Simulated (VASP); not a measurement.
# MnBr4 (Pm-3m) in VASP: notebook, part 2 of 2

VASP 6.6.1. The steps go on from the part before.

### 3 Single point, PBE, collinear spin

This run uses another cell than the first one, of 27.24 Å³/atom.

The input, INCAR:

```
SYSTEM = MnBr4
PREC = Accurate ; ENCUT = 520
EDIFF = 1E-6 ; ISMEAR = 0
SIGMA = 0.1 ; LREAL = .False.
LASPH = .True. ; NELM = 150
ALGO = Normal ; ISIF = 2
LWAVE = .False. ; LCHARG = .True.
ISPIN = 2 ; MAGMOM = 4.56 -0.99 -0.14 -0.14 -0.14
LORBIT = 11 ; LMAXMIX = 4
GGA = PE ; LELF = .True.
LVHAR = .True. ; NBANDS = 32
```

The input, KPOINTS:

```
Automatic mesh
0
Gamma
  8 8 8
  0 0 0
```

The input, POSCAR:

```
MnBr4
1.0
    5.1453840002      0.0000000000      0.0000000000
    0.0000000000      5.1453840002      0.0000000000
    0.0000000000      0.0000000000      5.1453840002
Mn Br
1 4
Direct
    0.5000000000      0.5000000000      0.5000000000
    0.0000000000      0.0000000000      0.0000000000
    0.5000000000      0.5000000000      0.0000000000
    0.5000000000      0.0000000000      0.5000000000
    0.0000000000      0.5000000000      0.5000000000
```

Potentials or basis: VASP PAW PBE potentials, release 64 (Mn_pv, Br).

Launch:

```
> cat potpaw_PBE.64/Mn_pv/POTCAR potpaw_PBE.64/Br/POTCAR > POTCAR
> mpirun -np 1 vasp_std > vasp.out
```

OUTCAR:

```text
SYSTEM = MnBr4
   PREC = Accurate
   ENCUT = 520
   EDIFF = 1E-6
   ISMEAR = 0
   LREAL = .False.
   LASPH = .True.
   NELM = 150
   ISIF = 2
   ISPIN = 2
   LORBIT = 11
   GGA = PE

 ion  position               nearest neighbor table
   1  0.500  0.500  0.500-   3 2.57   4 2.57   5 2.57   3 2.57   4 2.57   5 2.57
   2  0.000  0.000  0.000-
   3  0.500  0.500  0.000-   1 2.57   1 2.57
   4  0.500  0.000  0.500-   1 2.57   1 2.57
   5  0.000  0.500  0.500-   1 2.57   1 2.57

  LATTYP: Found a simple cubic cell.
 ALAT       =     5.1453840002

  Lattice vectors:

 A1 = (   5.1453840002,   0.0000000000,   0.0000000000)
 A2 = (   0.0000000000,   5.1453840002,   0.0000000000)
 A3 = (   0.0000000000,   0.0000000000,   5.1453840002)

Analysis of symmetry for initial positions (statically):
=====================================================================
 Subroutine PRICEL returns:
 Original cell was already a primitive cell.

 Routine SETGRP: Setting up the symmetry group for a
 simple cubic supercell.

 Subroutine GETGRP returns: Found 48 space group operations
 (whereof 48 operations were pure point group operations)
 out of a pool of 48 trial point group operations.

The static configuration has the point symmetry O_h .

Analysis of symmetry for dynamics (positions and initial velocities):
=====================================================================
 Subroutine PRICEL returns:
 Original cell was already a primitive cell.

 Routine SETGRP: Setting up the symmetry group for a
 simple cubic supercell.

 Subroutine GETGRP returns: Found 48 space group operations
 (whereof 48 operations were pure point group operations)
 out of a pool of 48 trial point group operations.

The dynamic configuration has the point symmetry O_h .

[... 166 lines left out ...]

 E-fermi :   1.1837     XC(G=0):  -8.8857

 val. band max:        1.1768985918   @ k =   0.3750   0.2500   0.1250
 cond. band min:       1.1842163218   @ k =   0.5000   0.3750   0.1250
 fundamental gap:      0.0073177300
 Fermi energy:         1.1837199279

 spin component 1

 k-point     1 :       0.0000    0.0000    0.0000
  band No.  band energies     occupation
      1     -49.2360      1.00000
      2     -49.2360      1.00000
      3     -49.2360      1.00000
      4     -13.5838      1.00000
      5     -12.6436      1.00000
      6     -12.6436      1.00000
[... 829 lines left out ...]
     31      11.0566      0.00000
     32      11.2365      0.00000

 [... further k-points ...]

 spin component 2

 k-point     1 :       0.0000    0.0000    0.0000
  band No.  band energies     occupation
      1     -44.9662      1.00000
      2     -44.9662      1.00000
      3     -44.9662      1.00000
      4     -13.6840      1.00000
      5     -12.7271      1.00000
      6     -12.7271      1.00000
[... 829 lines left out ...]
     31      11.1340      0.00000
     32      11.2223      0.00000

 [... further k-points ...]

------------------------ aborting loop because EDIFF is reached ----------------------------------------

  FORCE on cell =-STRESS in cart. coord.  units (eV):
  Direction    XX          YY          ZZ          XY          YZ          ZX
  --------------------------------------------------------------------------------------
  -------------------------------------------------------------------------------------
  Total        0.0302172      0.0302172      0.0302172     -0.0000000      0.0000000     -0.0000000
  in kB        0.3553953      0.3553953      0.3553953     -0.0000000      0.0000000     -0.0000000
  external PRESSURE =       0.3553953 kB  Pullay stress =       0.0000000 kB

 VOLUME and BASIS-vectors are now :
 -----------------------------------------------------------------------------
  energy-cutoff  :      520.00
  volume of cell :      136.22
      direct lattice vectors                 reciprocal lattice vectors
     5.145384000  0.000000000  0.000000000     0.194348954  0.000000000  0.000000000
     0.000000000  5.145384000  0.000000000     0.000000000  0.194348954  0.000000000
     0.000000000  0.000000000  5.145384000     0.000000000  0.000000000  0.194348954

 POSITION                                       TOTAL-FORCE (eV/Angst)
 -----------------------------------------------------------------------------------
      2.57269      2.57269      2.57269         0.000000      0.000000      0.000000
      0.00000      0.00000      0.00000         0.000000      0.000000      0.000000
      2.57269      2.57269      0.00000         0.000000      0.000000      0.000000
      2.57269      0.00000      2.57269         0.000000      0.000000      0.000000
      0.00000      2.57269      2.57269         0.000000      0.000000      0.000000
 -----------------------------------------------------------------------------------
    total drift:                               -0.000000      0.000000     -0.000000

  FREE ENERGIE OF THE ION-ELECTRON SYSTEM (eV)
  ---------------------------------------------------
  free  energy   TOTEN  =       -16.5242699100 eV

  energy  without entropy=      -16.5036106370  energy(sigma->0) =      -16.51394027

 total charge

# of ion       s       p       d       tot
------------------------------------------
    1        0.227   6.181   4.885  11.293
    2        1.635   3.050   0.006   4.691
    3        1.617   3.195   0.018   4.829
    4        1.617   3.195   0.018   4.829
    5        1.617   3.195   0.018   4.829
--------------------------------------------------
tot          6.712  18.816   4.944  30.472

 magnetization (x)

# of ion       s       p       d       tot
------------------------------------------
    1        0.042   0.034   3.904   3.980
    2       -0.022  -0.626  -0.000  -0.649
    3        0.003  -0.108   0.007  -0.099
    4        0.003  -0.108   0.007  -0.099
    5        0.003  -0.108   0.007  -0.099
--------------------------------------------------
tot          0.028  -0.917   3.924   3.035
```

It took 4.4 min on 1 thread of Intel Xeon Platinum 8488C (Sapphire Rapids), shared host; peak memory 0.42 GiB.

Results:

```
Free energy                                           : -16.5243 eV
Pressure                                              : 0.0 GPa
Band gap on the k mesh                                : zero (filled and empty bands overlap)
Net moment                                            : 3.00 μB per cell
Site moments                                          : Mn +3.98; Br -0.65, -0.10 (each value once) μB
Valence electrons inside the program's atomic spheres : Mn 11.29; Br 4.69, 4.83 (each value once)
```

Levels at points of the mesh, in eV from the Fermi level:
Spin up:
| k point | band 20 | band 21 | band 22 | band 23 | band 24 | band 25 |
| --- | --- | --- | --- | --- | --- | --- |
| (0.00, 0.00, 0.00) | -1.21 | -1.21 | 0.28 | 0.28 | 0.28 | 2.19 |
| (0.50, 0.00, 0.00) | -1.06 | -1.06 | -0.87 | -0.03 | -0.03 | 5.42 |
| (0.50, 0.50, 0.00) | -0.80 | -0.34 | 0.06 | 0.06 | 1.06 | 6.82 |
| (0.50, 0.50, 0.50) | 0.35 | 0.35 | 0.35 | 1.07 | 1.07 | 5.69 |
Spin down:
| k point | band 16 | band 17 | band 18 | band 19 | band 20 | band 21 | band 22 | band 23 |
| --- | --- | --- | --- | --- | --- | --- | --- | --- |
| (0.00, 0.00, 0.00) | -1.30 | -0.16 | -0.16 | -0.16 | 0.93 | 0.93 | 0.93 | 1.13 |
| (0.50, 0.00, 0.00) | -1.14 | -1.14 | -0.79 | -0.79 | 0.95 | 1.14 | 1.65 | 1.65 |
| (0.50, 0.50, 0.00) | -1.48 | -0.43 | -0.43 | -0.43 | 1.33 | 1.64 | 1.64 | 1.81 |
| (0.50, 0.50, 0.50) | -0.58 | -0.41 | -0.41 | -0.41 | 1.91 | 1.91 | 1.91 | 3.41 |

Caveat: semilocal functionals often make such compounds metallic where correlation or magnetic order opens a gap, which also shifts bond lengths.

### 4 Single point, PBE, collinear spin

This run uses another cell than the first one, of 27.24 Å³/atom.

The input, INCAR:

```
  ALGO = Normal
  EDIFF = 1E-6
  ENCUT = 520
  GGA = PE
  ISIF = 2
  ISMEAR = 0
  ISPIN = 2
  LASPH = T
  LCHARG = F
  LMAXMIX = 4
  LORBIT = 11
  LREAL = F
  LWAVE = F
  MAGMOM = 4.31 -0.91 0 0 0
  NBANDS = 32
  NELM = 150
  PREC = Accurate
  SIGMA = 0.1
```

The input, KPOINTS:

```
k-points
0
Gamma
  8 8 8
```

POSCAR is that of step 3.

Launch:

```
> cat potpaw_PBE.64/Mn_pv/POTCAR potpaw_PBE.64/Br/POTCAR > POTCAR
> mpirun -np 1 vasp_std > vasp.out
```

Wall time 5.7 min (1 thread of Intel Xeon Platinum 8259CL at 2.50GHz (Skylake/Cascade Lake), shared host); peak memory 0.42 GiB.

The run converged. Its results:

```yaml
Free_energy: -16.5243 eV
Pressure: 0.1 GPa
Band_gap_on_the_k_mesh: zero (filled and empty bands overlap)
Net_moment: 3.00 μB per cell
Site_moments: Mn +3.98; Br -0.65, -0.10 (each value once) μB
Valence_electrons_inside_the_program's_atomic_spheres: Mn 11.29; Br 4.69, 4.83 (each value once)
```

Levels at points of the mesh, in eV from the Fermi level:
Spin up:
| k point | band 19 | band 20 | band 21 | band 22 | band 23 | band 24 | band 25 | band 26 |
| --- | --- | --- | --- | --- | --- | --- | --- | --- |
| (0.00, 0.00, 0.00) | -1.21 | -1.21 | -1.21 | 0.28 | 0.28 | 0.28 | 2.19 | 6.56 |
| (0.50, 0.00, 0.00) | -1.17 | -1.06 | -1.06 | -0.87 | -0.03 | -0.03 | 5.42 | 7.89 |
| (0.50, 0.50, 0.00) | -1.03 | -0.80 | -0.34 | 0.06 | 0.06 | 1.06 | 6.82 | 6.82 |
| (0.50, 0.50, 0.50) | -0.32 | 0.35 | 0.35 | 0.35 | 1.07 | 1.07 | 5.69 | 5.69 |
Spin down:
```
           k point  band 16  band 17  band 18  band 19  band 20  band 21  band 22  band 23
(0.00, 0.00, 0.00)    -1.30    -0.16    -0.16    -0.16     0.93     0.93     0.93     1.13
(0.50, 0.00, 0.00)    -1.14    -1.14    -0.79    -0.79     0.94     1.14     1.65     1.65
(0.50, 0.50, 0.00)    -1.48    -0.43    -0.43    -0.43     1.33     1.64     1.64     1.81
(0.50, 0.50, 0.50)    -0.58    -0.41    -0.41    -0.41     1.91     1.91     1.91     3.41
```

Caveat: semilocal functionals often make such compounds metallic where correlation or magnetic order opens a gap, which also shifts bond lengths.

The gap in the log of VASP goes by the Fermi energy; the results here count the filled bands.